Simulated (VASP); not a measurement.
# Te2Mo (P6_3/mmc) in VASP: notebook

The runs below take Te2Mo through single point, relaxation of shape and atoms at fixed volume, with r2SCAN+D3(BJ).

Program: VASP 6.6.1. These are calculated values, not measurements. Logs are shortened: lines on timing, memory, paths and dates and some standing lists are left out, and cuts for length are marked.

**What was measured.**

“Broadband infrared study of pressure-tunable Fano resonance and metallization transition in 2H-MoTe2”, 2022, pmc:9569381 quotes, for a bulk crystal of Te2Mo at 300 K: band gap 0.88 ± 0.05 eV (indirect).

How close the calculation comes is told below.

## Step 1: The cell of the first run

It takes space group P6_3/mmc (No. 194, hexagonal). The conventional cell has a = 3.430 Å, b = 3.430 Å, c = 13.206 Å, α = 90.00°, β = 90.00°, γ = 120.00°. Te (site symmetry 3m) has 3 Mo at 2.68 Å and 10 Te at 3.43 to 3.61 Å within 3.7 Å. Mo (site symmetry -6m2) has 6 Te at 2.68 Å and 6 Mo at 3.43 Å within 3.5 Å.

## Step 2: Single point, r2SCAN+D3(BJ) (22.42 Å³/atom)

File POSCAR:

```
Te2Mo
1.0
    3.4297464210      0.0000000000      0.0000000000
   -1.7148732105      2.9702475291      0.0000000000
    0.0000000000      0.0000000000     13.2062975870
Te Mo
4 2
Direct
    0.3333333333      0.6666666667      0.6132606094
    0.6666666667      0.3333333333      0.1132606094
    0.3333333333      0.6666666667      0.8867393906
    0.6666666667      0.3333333333      0.3867393906
    0.3333333333      0.6666666667      0.2500000000
    0.6666666667      0.3333333333      0.7500000000
```

File INCAR.step1:

```
  ALGO = Normal
  EDIFF = 1E-4
  ENCUT = 520
  GGA = PE
  ISMEAR = 0
  LASPH = True
  LCHARG = False
  LREAL = False
  LWAVE = True
  NBANDS = 35
  NELM = 60
  PREC = Accurate
  SIGMA = 0.05
```

File INCAR.step2:

```
  ALGO = Normal
  EDIFF = 1E-6
  ENCUT = 520
  ISIF = 2
  ISMEAR = 0
  ISTART = 1
  IVDW = 12
  LASPH = True
  LCHARG = True
  LELF = True
  LMIXTAU = True
  LREAL = False
  LVHAR = True
  LWAVE = False
  METAGGA = R2SCAN
  NBANDS = 35
  NELM = 60
  PREC = Accurate
  SIGMA = 0.05
  VDW_A1 = 0.49484001
  VDW_A2 = 5.73083694
  VDW_S6 = 1.0
  VDW_S8 = 0.78981345
```

File KPOINTS:

```
k-points
0
Gamma
  10 10 2
```

Potentials or basis: VASP PAW PBE potentials, release 64 (Te, Mo_sv).

The run is started by

```
$ cat potpaw_PBE.64/Te/POTCAR potpaw_PBE.64/Mo_sv/POTCAR > POTCAR
$ cp INCAR.step1 INCAR
$ mpirun -np 1 vasp_std > vasp.out
$ cp INCAR.step2 INCAR
$ mpirun -np 1 vasp_std > vasp.out
```

OUTCAR:

```text
EDIFF = 1E-6
   ENCUT = 520
   ISIF = 2
   ISMEAR = 0
   ISTART = 1
   IVDW = 12
   LASPH = True
   LREAL = False
   METAGGA = R2SCAN
   NELM = 60
   PREC = Accurate
 IVDW          = 12

 ion  position               nearest neighbor table
   1  0.333  0.667  0.613-   6 2.68   6 2.68   6 2.68   4 3.59   4 3.59   4 3.59   3 3.61
   2  0.667  0.333  0.113-   5 2.68   5 2.68   5 2.68   3 3.59   3 3.59   3 3.59   4 3.61
   3  0.333  0.667  0.887-   6 2.68   6 2.68   6 2.68   2 3.59   2 3.59   2 3.59   1 3.61
   4  0.667  0.333  0.387-   5 2.68   5 2.68   5 2.68   1 3.59   1 3.59   1 3.59   2 3.61
   5  0.333  0.667  0.250-   2 2.68   4 2.68   2 2.68   4 2.68   2 2.68   4 2.68
   6  0.667  0.333  0.750-   1 2.68   3 2.68   1 2.68   3 2.68   1 2.68   3 2.68

  LATTYP: Found a hexagonal cell.
 ALAT       =     3.4297464210
 C/A-ratio  =     3.8505172004

  Lattice vectors:

 A1 = (   3.4297464210,   0.0000000000,   0.0000000000)
 A2 = (  -1.7148732105,   2.9702475291,   0.0000000000)
 A3 = (   0.0000000000,   0.0000000000,  13.2062975870)

Analysis of symmetry for initial positions (statically):
=====================================================================
 Subroutine PRICEL returns:
 Original cell was already a primitive cell.

 Routine SETGRP: Setting up the symmetry group for a
 hexagonal supercell.

 Subroutine GETGRP returns: Found 24 space group operations
 (whereof 12 operations were pure point group operations)
 out of a pool of 24 trial point group operations.

The static configuration has the point symmetry D_3d.
 The point group associated with its full space group is D_6h.

Analysis of symmetry for dynamics (positions and initial velocities):
=====================================================================
 Subroutine PRICEL returns:
 Original cell was already a primitive cell.

 Routine SETGRP: Setting up the symmetry group for a
 hexagonal supercell.

 Subroutine GETGRP returns: Found 24 space group operations
 (whereof 12 operations were pure point group operations)
 out of a pool of 24 trial point group operations.

The dynamic configuration has the point symmetry D_3d.
 The point group associated with its full space group is D_6h.

 Subroutine INISYM returns: Found 24 space group operations
 (whereof 12 operations are pure point group operations),
 and found     1 'primitive' translations

----------------------------------------------------------------------------------------

                                     Primitive cell

  volume of cell :     134.5351

  direct lattice vectors                    reciprocal lattice vectors
     3.429746421  0.000000000  0.000000000     0.291566745  0.168336139  0.000000000
    -1.714873210  2.970247529  0.000000000     0.000000000  0.336672277  0.000000000
     0.000000000  0.000000000 13.206297587     0.000000000  0.000000000  0.075721450

  length of vectors
     3.429746421  3.429746421 13.206297587     0.336672277  0.336672277  0.075721450

  position of ions in fractional coordinates (direct lattice)
     0.333333333  0.666666667  0.613260609
     0.666666667  0.333333333  0.113260609
     0.333333333  0.666666667  0.886739391
     0.666666667  0.333333333  0.386739391
     0.333333333  0.666666667  0.250000000
     0.666666667  0.333333333  0.750000000

  ion indices of the primitive-cell ions
   primitive index   ion index
                 1           1
                 2           2
                 3           3
                 4           4
                 5           5
                 6           6

----------------------------------------------------------------------------------------

 KPOINTS: k-points

Automatic generation of k-mesh.
 Grid dimensions read from file:
 generate k-points for:   10   10    2

 Generating k-lattice:

  Cartesian coordinates                     Fractional coordinates (reciprocal lattice)
     0.029156674  0.016833614  0.000000000     0.100000000  0.000000000  0.000000000
     0.000000000  0.033667228  0.000000000     0.000000000  0.100000000  0.000000000
     0.000000000  0.000000000  0.037860725     0.000000000  0.000000000  0.500000000

  Length of vectors
     0.033667228  0.033667228  0.037860725

  Shift w.r.t. Gamma in fractional coordinates (k-lattice)
     0.000000000  0.000000000  0.000000000

 Subroutine IBZKPT returns following result:
 ===========================================

 Found     28 irreducible k-points:

 Following reciprocal coordinates:
            Coordinates               Weight
  0.000000  0.000000  0.000000      1.000000
  0.100000  0.000000  0.000000      6.000000
  0.200000  0.000000  0.000000      6.000000
  0.300000  0.000000  0.000000      6.000000
  0.400000 -0.000000  0.000000      6.000000
  0.500000  0.000000  0.000000      3.000000
[... 16 lines left out ...]
  0.300000  0.100000  0.500000     12.000000
  0.400000  0.100000  0.500000     12.000000
 [... further k-points ...]
   k-points           NKPTS =     28   k-points in BZ     NKDIM =     28   number of bands    NBANDS=     35
   number of dos      NEDOS =    301   number of ions     NIONS =      6
   total plane-waves  NPLWV =  76832
   dimension x,y,z NGX =    28 NGY =   28 NGZ =   98
   dimension x,y,z NGXF=    56 NGYF=   56 NGZF=  196
   ions per type =               4   2
   NGX,Y,Z   is equivalent  to a cutoff of  13.57, 13.57, 12.34 a.u.
   NGXF,Y,Z  is equivalent  to a cutoff of  27.14, 27.14, 24.67 a.u.
 SYSTEM =  unknown system
   PREC   = accura    normal or accurate (medium, high low for compatibility)
   ISTART =      1    job   : 0-new  1-cont  2-samecut
   ICHARG =      0    charge: 1-file 2-atom 10-const
   ISPIN  =      1    spin polarized calculation?
   LNONCOLLINEAR =      F non collinear calculations
   LSORBIT =      F    spin-orbit coupling
   LASPH  =      T    aspherical Exc in radial PAW
   ENCUT  =  520.0 eV  38.22 Ry    6.18 a.u.   6.38  6.38 24.55*2*pi/ulx,y,z
   NELM   =     60;   NELMIN=  2; NELMDL=  0     # of ELM steps
   EDIFF  = 0.1E-05   stopping-criterion for ELM
   LREAL  =      F    real-space projection
   EDIFFG = 0.1E-04   stopping-criterion for IOM
   NSW    =      0    number of steps for IOM
   IBRION =     -1    ionic relax: 0-MD 1-quasi-New 2-CG
   NFREE  =      0    steps in history (QN), initial steepest desc. (CG)
   ISIF   =      2    stress and relaxation
   ISYM   =      2    0-nonsym 1-usesym 2-fastsym
   POTIM  = 0.5000    time-step for ionic-motion
   TEBEG  =    0.0;   TEEND  =   0.0 temperature during run
   PSTRESS=    0.0 pullay stress
   NELECT =      52.0000    total number of electrons
   NUPDOWN=      -1.0000    fix difference up-down
   EMIN   =  10.00;   EMAX   =-10.00  energy-range for DOS
   EFERMI =   0.00;   METHOD = LEGACY
   ISMEAR =     0;   SIGMA  =   0.05  broadening in eV -4-tet -1-fermi 0-gaus
   EFERMI_NEDOS =   21; number of points for ismear=-14 and -15
   IALGO  =     38    algorithm
   IMIX   =      4    mixing-type and parameters
     AMIX     =   0.40;   BMIX     =  1.00
     AMIX_MAG =   1.60;   BMIX_MAG =  1.00
  volume/ion in A,a.u.               =      22.42       151.31
  Fermi-wavevector in a.u.,A,eV,Ry     =   1.192516  2.253528 19.348753  1.422093
  Thomas-Fermi vector in A             =   2.328552
   LORBIT       =      0    0 simple, 1 ext, 2 COOP (PROOUT), +10 PAW based schemes
   METAGGA = R2SCAN    functional components
   LHFCALC =     F    Hartree Fock is set to
   AEXX    =    0.0000 exact exchange contribution
   IVDW    =    12    specifies the selected vdW correction
   LEPSILON=     F    determine dielectric tensor
   LRPA    =     F    only Hartree local field effects (RPA)
 non-spin polarized calculation
 Gauss-broadening in eV      SIGMA  =   0.05
  energy-cutoff  :      520.00
  volume of cell :      134.54
 maximum number of plane-waves:      3665
 NGX is ok and might be reduce to    28
   NGX = 13   NGY = 13   NGZ = 49

 number of electron      52.0000002 magnetization

 Free energy of the ion-electron system (eV)
  ---------------------------------------------------
  ext. energy  EPLUGINS =         0.00000000
  ---------------------------------------------------
  free energy    TOTEN  =      -155.04731570 eV

  energy without entropy =     -155.04731570  energy(sigma->0) =     -155.04731570

 E-fermi :  10.0344     XC(G=0): -11.6830

 val. band max:        9.8166588562   @ k =   0.1000   0.0000   0.0000
 cond. band min:      10.2500312227   @ k =   0.2000   0.2000   0.0000
 fundamental gap:      0.4333723665
 Fermi energy:        10.0344346843

 k-point     1 :       0.0000    0.0000    0.0000
  band No.  band energies     occupation
      1     -53.1314      2.00000
      2     -53.1314      2.00000
      3     -26.6343      2.00000
      4     -26.6343      2.00000
      5     -26.4431      2.00000
      6     -26.4431      2.00000
[... 27 lines left out ...]
     34      13.4988      0.00000
     35      16.5375      0.00000

 k-point     2 :       0.1000    0.0000    0.0000
  band No.  band energies     occupation
      1     -53.1298      2.00000
      2     -53.1298      2.00000
      3     -26.6301      2.00000
      4     -26.6300      2.00000
      5     -26.4615      2.00000
      6     -26.4615      2.00000
[... 27 lines left out ...]
     34      13.2525      0.00000
     35      17.0453      0.00000

 k-point     3 :       0.2000    0.0000    0.0000
  band No.  band energies     occupation
      1     -53.1258      2.00000
      2     -53.1258      2.00000
      3     -26.6190      2.00000
      4     -26.6189      2.00000
      5     -26.5094      2.00000
      6     -26.5094      2.00000
[... 27 lines left out ...]
     34      13.6085      0.00000
     35      16.5354      0.00000
[... 723 lines left out ...]
 k-point    23 :       0.3000    0.1000    0.5000
  band No.  band energies     occupation
      1     -53.1180      2.00000
      2     -53.1180      2.00000
      3     -26.5976      2.00000
      4     -26.5976      2.00000
      5     -26.5929      2.00000
      6     -26.5929      2.00000
[... 27 lines left out ...]
     34      13.4512      0.00000
     35      15.4696      0.00000

 k-point    24 :       0.4000    0.1000    0.5000
  band No.  band energies     occupation
      1     -53.1151      2.00000
      2     -53.1151      2.00000
      3     -26.6232      2.00000
      4     -26.6232      2.00000
      5     -26.5899      2.00000
      6     -26.5899      2.00000
[... 27 lines left out ...]
     34      13.3070      0.00000
     35      14.7822      0.00000

 [... further k-points ...]

------------------------ aborting loop because EDIFF is reached ----------------------------------------

 Edisp (eV)   -1.68925

 E8    (eV) :    -0.6167

  FORCE on cell =-STRESS in cart. coord.  units (eV):
  Direction    XX          YY          ZZ          XY          YZ          ZX
  --------------------------------------------------------------------------------------
  -------------------------------------------------------------------------------------
  Total       6.57000     6.57000     6.64315     0.00000    -0.00000     0.00000
  in kB      78.24201    78.24201    79.11316     0.00000    -0.00000     0.00000
  external pressure =       78.53 kB  Pullay stress =        0.00 kB

 VOLUME and BASIS-vectors are now :
 -----------------------------------------------------------------------------
  energy-cutoff  :      520.00
  volume of cell :      134.54
      direct lattice vectors                 reciprocal lattice vectors
     3.429746421  0.000000000  0.000000000     0.291566745  0.168336139  0.000000000
    -1.714873210  2.970247529  0.000000000     0.000000000  0.336672277  0.000000000
     0.000000000  0.000000000 13.206297587     0.000000000  0.000000000  0.075721450

 POSITION                                       TOTAL-FORCE (eV/Angst)
 -----------------------------------------------------------------------------------
     -0.00000      1.98017      8.09890        -0.000000      0.000000     -0.033673
      1.71487      0.99008      1.49575        -0.000000     -0.000000     -0.033673
     -0.00000      1.98017     11.71054        -0.000000      0.000000      0.033673
      1.71487      0.99008      5.10740        -0.000000     -0.000000      0.033673
     -0.00000      1.98017      3.30157        -0.000000      0.000000      0.000000
      1.71487      0.99008      9.90472         0.000000     -0.000000      0.000000
 -----------------------------------------------------------------------------------
    total drift:                               -0.000000      0.000000     -0.000000

  FREE ENERGIE OF THE ION-ELECTRON SYSTEM (eV)
  ---------------------------------------------------
  free  energy   TOTEN  =      -156.7365613143 eV

  energy  without entropy=     -156.7365613143  energy(sigma->0) =     -156.73656131
```

It took 4.4 min on 1 thread of Intel Xeon 6975P-C (Granite Rapids), shared host; peak memory 0.35 GiB.

Results:

| Property | Result |
| --- | --- |
| Free energy | -156.7366 eV |
| Pressure | 7.9 GPa |
| Largest force | 0.034 eV/Å |
| Band gap on the k mesh | 0.43 eV (least direct gap 1.09 eV) |
| Dispersion energy per atom | -0.282 eV |

Forces on the atoms (eV/Å):
```
Te   0.000  0.000 -0.034
Te   0.000  0.000 -0.034
Te   0.000  0.000  0.034
Te   0.000  0.000  0.034
Mo   0.000  0.000  0.000
Mo   0.000  0.000  0.000
```

Levels at points of the mesh, in eV from the valence-band top:
```tsv
k point	band 23	band 24	band 25	band 26	band 27	band 28	band 29	band 30
(0.00, 0.00, 0.00)	-1.29	-1.29	-0.08	-0.05	2.95	2.95	3.14	3.14
(0.50, 0.00, 0.00)	-1.48	-1.39	-1.02	-0.39	1.27	1.37	1.40	1.94
(0.00, 0.00, 0.50)	-1.32	-1.32	-0.05	-0.05	2.99	2.99	2.99	2.99
(0.50, 0.00, 0.50)	-1.39	-1.39	-0.71	-0.71	1.30	1.30	1.69	1.69
```

Caveat: the cell stands under pressure; semilocal functionals underestimate gaps, and a narrow one can read as zero; the PAW data sets were made with another functional, which shifts forces and pressure a little; spin-orbit coupling is left out, which moves the levels of the heavy elements. A k mesh can miss the band edges.

(Part 1 of 3 ends here.)

The gap in the log of VASP goes by the Fermi energy; the results here count the filled bands.